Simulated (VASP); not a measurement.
# TaN (Cm) in VASP: a series of runs

TaN is run at these levels: PBE; tasks: single point.

All numbers are computed with VASP 6.6.1; they aren't measurements. Logs are shortened: lines on timing, memory, paths and dates and some standing lists are left out, and cuts for length are marked.

## (1) The cell of the first run

The structure is monoclinic, space group Cm (No. 8). The conventional cell has a = 5.283 Å, b = 3.050 Å, c = 4.940 Å, α = 90.00°, β = 90.00°, γ = 90.00°. Ta (site symmetry m) has 1 N at 1.15 Å within 1.5 Å. Within 2.5 Å of Ta (site symmetry m) lie 4 N at 1.85 to 2.04 Å. Within 2.5 Å of N (site symmetry m) lie 4 Ta at 1.85 to 2.04 Å. Within 1.5 Å of N (site symmetry m) lie 1 Ta at 1.15 Å.

## (2) Single point, PBE (shortest bond scaled by 0.62)

INCAR

```
SYSTEM = TaN
ALGO = Normal
EDIFF = 1E-6
ENCUT = 700
GGA = PE
GGA_COMPAT = .FALSE.
ISIF = 2
ISMEAR = -1
LASPH = .TRUE.
LCHARG = .FALSE.
LREAL = .FALSE.
LWAVE = .FALSE.
NBANDS = 26
NELM = 120
PREC = Accurate
SIGMA = 0.03
```

KPOINTS

```
k-points
0
G
  7 7 4
  0 0 0
```

POSCAR

```
TaN
1.0
    3.0500000000      0.0000000000      0.0000000000
   -1.5250000000      2.6413774815      0.0000000000
    0.0000000000      0.0000000000      4.9400000000
Ta N
2 2
Direct
    0.2066666666      0.6033333334     -0.0218500000
    0.6666666667      0.3333333333      0.5000000000
    0.3333333333      0.6666666667      0.3850000000
    0.7933333334      0.3966666666      0.9068500000
```

Potentials or basis: VASP PAW PBE potentials, release 64 (Ta_sv_GW, N).

Command:

```console
cat potpaw_PBE.64/Ta_sv_GW/POTCAR potpaw_PBE.64/N/POTCAR > POTCAR
mpirun -np 1 vasp_std > vasp.out
```

OUTCAR:

```text
SYSTEM = TaN
   EDIFF = 1E-6
   ENCUT = 700
   GGA = PE
   ISIF = 2
   ISMEAR = -1
   LASPH = .TRUE.
   LREAL = .FALSE.
   NELM = 120
   PREC = Accurate

 ion  position               nearest neighbor table
   1  0.207  0.603  0.978-   4 1.15   3 2.04   4 2.20   4 2.20   2 2.76   2 2.95   2 3.06   2 3.06
                             2 3.23   2 3.23
   2  0.667  0.333  0.500-   3 1.85   3 1.85   3 1.85   4 2.04   1 2.76   1 2.95   1 3.06   1 3.06
                             1 3.23   1 3.23
   3  0.333  0.667  0.385-   2 1.85   2 1.85   2 1.85   1 2.04
   4  0.793  0.397  0.907-   1 1.15   2 2.04   1 2.20   1 2.20

 -----------------------------------------------------------------------------
|                                                                             |
|           W    W    AA    RRRRR   N    N  II  N    N   GGGG   !!!           |
|           W    W   A  A   R    R  NN   N  II  NN   N  G    G  !!!           |
|           W    W  A    A  R    R  N N  N  II  N N  N  G       !!!           |
|           W WW W  AAAAAA  RRRRR   N  N N  II  N  N N  G  GGG   !            |
|           WW  WW  A    A  R   R   N   NN  II  N   NN  G    G                |
|           W    W  A    A  R    R  N    N  II  N    N   GGGG   !!!           |
|                                                                             |
|     The distance between some ions is very small. Please check the          |
|     nearest-neighbor list in the OUTCAR file.                               |
|     I HOPE YOU KNOW WHAT YOU ARE DOING!                                     |
|                                                                             |
 -----------------------------------------------------------------------------

  LATTYP: Found a hexagonal cell.
 ALAT       =     3.0500000000
 C/A-ratio  =     1.6196721311

  Lattice vectors:

 A1 = (   3.0500000000,   0.0000000000,   0.0000000000)
 A2 = (  -1.5250000000,   2.6413774815,   0.0000000000)
 A3 = (   0.0000000000,   0.0000000000,   4.9400000000)

Analysis of symmetry for initial positions (statically):
=====================================================================
 Subroutine PRICEL returns:
 Original cell was already a primitive cell.

 Routine SETGRP: Setting up the symmetry group for a
 hexagonal supercell.

 Subroutine GETGRP returns: Found  2 space group operations
 (whereof  2 operations were pure point group operations)
 out of a pool of 24 trial point group operations.

The static configuration has the point symmetry C_1h.

Analysis of symmetry for dynamics (positions and initial velocities):
=====================================================================
 Subroutine PRICEL returns:
 Original cell was already a primitive cell.

 Routine SETGRP: Setting up the symmetry group for a
 hexagonal supercell.

 Subroutine GETGRP returns: Found  2 space group operations
 (whereof  2 operations were pure point group operations)
 out of a pool of 24 trial point group operations.

The dynamic configuration has the point symmetry C_1h.

 Subroutine INISYM returns: Found  2 space group operations
 (whereof  2 operations are pure point group operations),
 and found     1 'primitive' translations

----------------------------------------------------------------------------------------

                                     Primitive cell

  volume of cell :      39.7976

  direct lattice vectors                    reciprocal lattice vectors
     3.050000000  0.000000000  0.000000000     0.327868852  0.189295170  0.000000000
    -1.525000000  2.641377482  0.000000000     0.000000000  0.378590340  0.000000000
     0.000000000  0.000000000  4.940000000     0.000000000  0.000000000  0.202429150

  length of vectors
     3.050000000  3.050000000  4.940000000     0.378590340  0.378590340  0.202429150

  position of ions in fractional coordinates (direct lattice)
     0.206666667  0.603333333  0.978150000
     0.666666667  0.333333333  0.500000000
     0.333333333  0.666666667  0.385000000
     0.793333333  0.396666667  0.906850000

  ion indices of the primitive-cell ions
   primitive index   ion index
                 1           1
                 2           2
                 3           3
                 4           4

----------------------------------------------------------------------------------------

 KPOINTS: k-points

Automatic generation of k-mesh.
 Grid dimensions read from file:
 generate k-points for:    7    7    4

 Generating k-lattice:

  Cartesian coordinates                     Fractional coordinates (reciprocal lattice)
     0.046838407  0.027042167  0.000000000     0.142857143  0.000000000  0.000000000
     0.000000000  0.054084334  0.000000000     0.000000000  0.142857143  0.000000000
     0.000000000  0.000000000  0.050607287     0.000000000  0.000000000  0.250000000

  Length of vectors
     0.054084334  0.054084334  0.050607287

  Shift w.r.t. Gamma in fractional coordinates (k-lattice)
     0.000000000  0.000000000  0.000000000

 Subroutine IBZKPT returns following result:
 ===========================================

 Found     60 irreducible k-points:

 Following reciprocal coordinates:
            Coordinates               Weight
  0.000000  0.000000  0.000000      1.000000
  0.142857  0.000000  0.000000      2.000000
  0.000000  0.142857  0.000000      4.000000
  0.285714  0.000000  0.000000      2.000000
  0.000000  0.285714  0.000000      4.000000
  0.428571  0.000000  0.000000      2.000000
[... 16 lines left out ...]
  0.000000  0.285714  0.250000      4.000000
 -0.285714  0.285714  0.250000      4.000000
 [... further k-points ...]
   k-points           NKPTS =     60   k-points in BZ     NKDIM =     60   number of bands    NBANDS=     26
   number of dos      NEDOS =    301   number of ions     NIONS =      4
   total plane-waves  NPLWV =  37632
   dimension x,y,z NGX =    28 NGY =   28 NGZ =   48
   dimension x,y,z NGXF=    56 NGYF=   56 NGZF=   96
   ions per type =               2   2
   NGX,Y,Z   is equivalent  to a cutoff of  15.26, 15.26, 16.15 a.u.
   NGXF,Y,Z  is equivalent  to a cutoff of  30.52, 30.52, 32.31 a.u.
 SYSTEM =  TaN
   PREC   = accura    normal or accurate (medium, high low for compatibility)
   ISTART =      0    job   : 0-new  1-cont  2-samecut
   ICHARG =      2    charge: 1-file 2-atom 10-const
   ISPIN  =      1    spin polarized calculation?
   LNONCOLLINEAR =      F non collinear calculations
   LSORBIT =      F    spin-orbit coupling
   LASPH  =      T    aspherical Exc in radial PAW
   ENCUT  =  700.0 eV  51.45 Ry    7.17 a.u.   6.58  6.58 10.66*2*pi/ulx,y,z
   NELM   =    120;   NELMIN=  2; NELMDL= -5     # of ELM steps
   EDIFF  = 0.1E-05   stopping-criterion for ELM
   LREAL  =      F    real-space projection
   EDIFFG = 0.1E-04   stopping-criterion for IOM
   NSW    =      0    number of steps for IOM
   IBRION =     -1    ionic relax: 0-MD 1-quasi-New 2-CG
   NFREE  =      0    steps in history (QN), initial steepest desc. (CG)
   ISIF   =      2    stress and relaxation
   ISYM   =      2    0-nonsym 1-usesym 2-fastsym
   POTIM  = 0.5000    time-step for ionic-motion
   TEBEG  =    0.0;   TEEND  =   0.0 temperature during run
   PSTRESS=    0.0 pullay stress
   NELECT =      36.0000    total number of electrons
   NUPDOWN=      -1.0000    fix difference up-down
   EMIN   =  10.00;   EMAX   =-10.00  energy-range for DOS
   EFERMI =   0.00;   METHOD = LEGACY
   ISMEAR =    -1;   SIGMA  =   0.03  broadening in eV -4-tet -1-fermi 0-gaus
   EFERMI_NEDOS =   21; number of points for ismear=-14 and -15
   IALGO  =     38    algorithm
   IMIX   =      4    mixing-type and parameters
     AMIX     =   0.40;   BMIX     =  1.00
     AMIX_MAG =   1.60;   BMIX_MAG =  1.00
  volume/ion in A,a.u.               =       9.95        67.14
  Fermi-wavevector in a.u.,A,eV,Ry     =   1.583276  2.991957 34.106572  2.506762
  Thomas-Fermi vector in A             =   2.683071
   LORBIT       =      0    0 simple, 1 ext, 2 COOP (PROOUT), +10 PAW based schemes
   GGA     = PE    functional components
   LHFCALC =     F    Hartree Fock is set to
   AEXX    =    0.0000 exact exchange contribution
   IVDW    =     0    specifies the selected vdW correction
   LEPSILON=     F    determine dielectric tensor
   LRPA    =     F    only Hartree local field effects (RPA)
 non-spin polarized calculation
  energy-cutoff  :      700.00
  volume of cell :       39.80
 maximum number of plane-waves:      1713
 NGX is ok and might be reduce to    28
   NGX = 13   NGY = 13   NGZ = 21

 number of electron      35.9999998 magnetization

 Free energy of the ion-electron system (eV)
  ---------------------------------------------------
  ext. energy  EPLUGINS =         0.00000000
  ---------------------------------------------------
  free energy    TOTEN  =       -15.00340703 eV

  energy without entropy =      -14.99993130  energy(sigma->0) =      -15.00166917

 E-fermi :  14.0140     XC(G=0): -13.7596

 val. band max:       13.9739471184   @ k =  -0.2857   0.1429   0.2500
 cond. band min:      14.0144793675   @ k =   0.0000   0.0000   0.0000
 fundamental gap:      0.0405322491
 Fermi energy:        14.0140114334

 k-point     1 :       0.0000    0.0000    0.0000
  band No.  band energies     occupation
      1     -55.8846      2.00000
      2     -54.5759      2.00000
      3     -26.5885      2.00000
      4     -22.0417      2.00000
      5     -21.1125      2.00000
      6     -21.0734      2.00000
[... 18 lines left out ...]
     25      20.9397      0.00000
     26      22.6875      0.00000

 k-point     2 :       0.1429    0.0000    0.0000
  band No.  band energies     occupation
      1     -55.8741      2.00000
      2     -54.5651      2.00000
      3     -26.6963      2.00000
      4     -21.9783      2.00000
      5     -21.3280      2.00000
      6     -21.1262      2.00000
[... 18 lines left out ...]
     25      21.8423      0.00000
[... 608 lines left out ...]
     25      21.7800      0.00000
     26      23.5644      0.00000

 k-point    24 :      -0.2857    0.2857    0.2500
  band No.  band energies     occupation
      1     -55.8545      2.00000
      2     -54.5411      2.00000
      3     -26.7359      2.00000
      4     -21.8778      2.00000
      5     -21.6247      2.00000
      6     -21.2512      2.00000
[... 18 lines left out ...]
     25      21.5986      0.00000
     26      23.0349      0.00000

 [... further k-points ...]

------------------------ aborting loop because EDIFF is reached ----------------------------------------

  FORCE on cell =-STRESS in cart. coord.  units (eV):
  Direction    XX          YY          ZZ          XY          YZ          ZX
  --------------------------------------------------------------------------------------
  -------------------------------------------------------------------------------------
  Total      132.3897250     59.6440031     39.5401503     62.9996432     23.8104506     41.2409084
  in kB     5329.7593880   2401.1545121   1591.8115041   2536.2462201    958.5636098   1660.2808027
  external PRESSURE =    3107.5751347 kB  Pullay stress =       0.0000000 kB

 VOLUME and BASIS-vectors are now :
 -----------------------------------------------------------------------------
  energy-cutoff  :      700.00
  volume of cell :       39.80
      direct lattice vectors                 reciprocal lattice vectors
     3.050000000  0.000000000  0.000000000     0.327868852  0.189295170  0.000000000
    -1.525000000  2.641377482  0.000000000     0.000000000  0.378590340  0.000000000
     0.000000000  0.000000000  4.940000000     0.000000000  0.000000000  0.202429150

 POSITION                                       TOTAL-FORCE (eV/Angst)
 -----------------------------------------------------------------------------------
     -0.28975      1.59363      4.83206       112.524057     64.965794     41.297750
      1.52500      0.88046      2.47000        -2.109375     -1.217848      3.179196
     -0.00000      1.76092      1.90190         0.624883      0.360776     -3.282410
      1.81475      1.04775      4.47984      -111.039565    -64.108723    -41.194536
 -----------------------------------------------------------------------------------
    total drift:                               -0.001454     -0.000840     -0.000577

  FREE ENERGIE OF THE ION-ELECTRON SYSTEM (eV)
  ---------------------------------------------------
  free  energy   TOTEN  =       -15.0034070324 eV

  energy  without entropy=      -14.9999313007  energy(sigma->0) =      -15.00166917
```

Run time: 87 s. Hardware: 1 thread of Intel Xeon Platinum 8259CL at 2.50GHz (Skylake/Cascade Lake), shared host; peak memory 0.25 GiB.

Results:

```yaml
Free_energy: -15.0034 eV
Pressure: 310.8 GPa
Largest_force: 136.337 eV/Å
Band_gap_on_the_k_mesh: zero (bands 18 and 19 overlap by 1.24 eV)
```

Forces on the atoms (eV/Å):
```
Ta   112.524   64.966   41.298
Ta    -2.109   -1.218    3.179
N      0.625    0.361   -3.282
N   -111.040  -64.109  -41.195
```

Caveat: the cell differs from its parent crystal (shortest bond scaled by 0.62); atoms lie so close that the PAW spheres overlap strongly, which falsifies energies and pressures; the stress differs along the axes, from 159 to 533 GPa; spin-orbit coupling is left out, which moves the levels of the heavy elements; forces of over 1 eV/Å act on the atoms, so gaps and moduli don't describe the material at rest.

## (3) Single point, PBE (shortest bond scaled by 0.85)

INCAR

```
SYSTEM = TaN
  ALGO = Normal
  EDIFF = 1E-6
  ENCUT = 700
  GGA = PE
  GGA_COMPAT = .False.
  ISIF = 2
  ISMEAR = -1
  LASPH = .True.
  LCHARG = .True.
  LELF = .True.
  LREAL = .False.
  LVHAR = .True.
  LWAVE = .False.
  NBANDS = 26
  NELM = 120
  PREC = Accurate
  SIGMA = 0.03
```

KPOINTS

```
k-points
0
Gamma
  7 7 4
  0 0 0
```

POSCAR

```
TaN
1.0
    3.0500000000      0.0000000000      0.0000000000
   -1.5250000000      2.6413774815      0.0000000000
    0.0000000000      0.0000000000      4.9400000000
Ta N
2 2
Direct
    0.2833333333      0.6416666667     -0.0086250000
    0.6666666667      0.3333333333      0.5000000000
    0.3333333333      0.6666666667      0.3850000000
    0.7166666667      0.3583333333      0.8936250000
```

Potentials or basis: VASP PAW PBE potentials, release 64 (Ta_sv_GW, N).

Command:

```console
cat potpaw_PBE.64/Ta_sv_GW/POTCAR potpaw_PBE.64/N/POTCAR > POTCAR
mpirun -np 1 vasp_std > vasp.out
```

OUTCAR:

```text
SYSTEM = TaN
   EDIFF = 1E-6
   ENCUT = 700
   GGA = PE
   ISIF = 2
   ISMEAR = -1
   LASPH = .True.
   LREAL = .False.
   NELM = 120
   PREC = Accurate

 ion  position               nearest neighbor table
   1  0.283  0.642  0.991-   4 1.57   3 1.95   4 1.97   4 1.97   2 2.92   2 2.99   2 3.04   2 3.04
                             2 3.11   2 3.11
   2  0.667  0.333  0.500-   3 1.85   3 1.85   3 1.85   4 1.95   1 2.92   1 2.99   1 3.04   1 3.04
                             1 3.11   1 3.11
   3  0.333  0.667  0.385-   2 1.85   2 1.85   2 1.85   1 1.95
   4  0.717  0.358  0.894-   1 1.57   2 1.95   1 1.97   1 1.97

[... 898 lines left out ...]
  -------------------------------------------------------------------------------------
  Total       51.5285819     36.9858906     27.7546793     12.5943401      4.1544074      7.1956453
  in kB     2074.4430354   1488.9818500   1117.3507786    507.0242595    167.2485659    289.6830422
  external PRESSURE =    1560.2585547 kB  Pullay stress =       0.0000000 kB

 VOLUME and BASIS-vectors are now :
 -----------------------------------------------------------------------------
  energy-cutoff  :      700.00
  volume of cell :       39.80
      direct lattice vectors                 reciprocal lattice vectors
     3.050000000  0.000000000  0.000000000     0.327868852  0.189295170  0.000000000
    -1.525000000  2.641377482  0.000000000     0.000000000  0.378590340  0.000000000
     0.000000000  0.000000000  4.940000000     0.000000000  0.000000000  0.202429150

 POSITION                                       TOTAL-FORCE (eV/Angst)
 -----------------------------------------------------------------------------------
     -0.11438      1.69488      4.89739        14.787197      8.537392      5.914019
      1.52500      0.88046      2.47000        -0.966459     -0.557985      2.882378
     -0.00000      1.76092      1.90190         0.431743      0.249267     -2.687043
      1.63938      0.94649      4.41451       -14.252480     -8.228673     -6.109354
 -----------------------------------------------------------------------------------
    total drift:                               -0.000426     -0.000246     -0.000021

  FREE ENERGIE OF THE ION-ELECTRON SYSTEM (eV)
  ---------------------------------------------------
  free  energy   TOTEN  =       -40.6709225980 eV

  energy  without entropy=      -40.6655516736  energy(sigma->0) =      -40.66823714
```

OSZICAR:

```text
N       E                     dE             d eps       ncg     rms          rms(c)
DAV:   1     0.374262410890E+03    0.37426E+03   -0.27139E+04  3120   0.181E+03
DAV:   2    -0.237693757097E+02   -0.39803E+03   -0.38652E+03  3898   0.481E+02
DAV:   3    -0.486197535687E+02   -0.24850E+02   -0.24599E+02  4180   0.122E+02
DAV:   4    -0.495451957020E+02   -0.92544E+00   -0.92503E+00  4198   0.186E+01
DAV:   5    -0.495518552890E+02   -0.66596E-02   -0.66587E-02  4170   0.196E+00    0.112E+02
DAV:   6    -0.406449759875E+02    0.89069E+01   -0.33510E+01  3776   0.398E+01    0.112E+02
DAV:   7    -0.407136244398E+02   -0.68648E-01   -0.15582E+00  3548   0.892E+00    0.474E+01
DAV:   8    -0.406788354063E+02    0.34789E-01   -0.17017E-01  4310   0.321E+00    0.577E+00
DAV:   9    -0.406711929151E+02    0.76425E-02   -0.39928E-02  3980   0.127E+00    0.171E+00
DAV:  10    -0.406713262970E+02   -0.13338E-03   -0.15042E-02  4088   0.829E-01    0.396E+00
DAV:  11    -0.406710329100E+02    0.29339E-03   -0.11539E-03  3716   0.276E-01    0.237E+00
DAV:  12    -0.406709262725E+02    0.10664E-03   -0.10540E-03  3908   0.196E-01    0.857E-01
DAV:  13    -0.406709260142E+02    0.25831E-06   -0.59003E-05  3436   0.588E-02    0.271E-01
DAV:  14    -0.406709232551E+02    0.27590E-05   -0.55601E-06  3496   0.174E-02    0.794E-02
DAV:  15    -0.406709225980E+02    0.65712E-06   -0.83608E-07  1768   0.751E-03
   1 F= -.40670923E+02 E0= -.40668237E+02  d E =-.537092E-02
```

stdout:

```text
POSCAR found type information on POSCAR TaN
 POSCAR found :  2 types and       4 ions
 scaLAPACK will be used
 LDA part: xc-table for (Slater+PW92), standard interpolation
 POSCAR, INCAR and KPOINTS ok, starting setup
 FFT: planning ... GRIDC
 FFT: planning ... GRID_SOFT
 FFT: planning ... GRID
 WAVECAR not read
 entering main loop
```

Run time: 1.8 min. Hardware: 1 thread of Intel Xeon Platinum 8488C (Sapphire Rapids), shared host; peak memory 0.25 GiB.

What came out:

```
Free energy            : -40.6709 eV
Pressure               : 156.0 GPa
Largest force          : 18.070 eV/Å
Band gap on the k mesh : zero (bands 18 and 19 overlap by 2.17 eV)
```

Forces on the atoms (eV/Å):
```
Ta   14.787   8.537   5.914
Ta   -0.966  -0.558   2.882
N     0.432   0.249  -2.687
N   -14.252  -8.229  -6.109
```

Caveat: the cell differs from its parent crystal (shortest bond scaled by 0.85); the stress differs along the axes, from 112 to 207 GPa; spin-orbit coupling is left out, which moves the levels of the heavy elements; forces of over 1 eV/Å act on the atoms, so gaps and moduli don't describe the material at rest.

The gap in the log of VASP goes by the Fermi energy; the results here count the filled bands.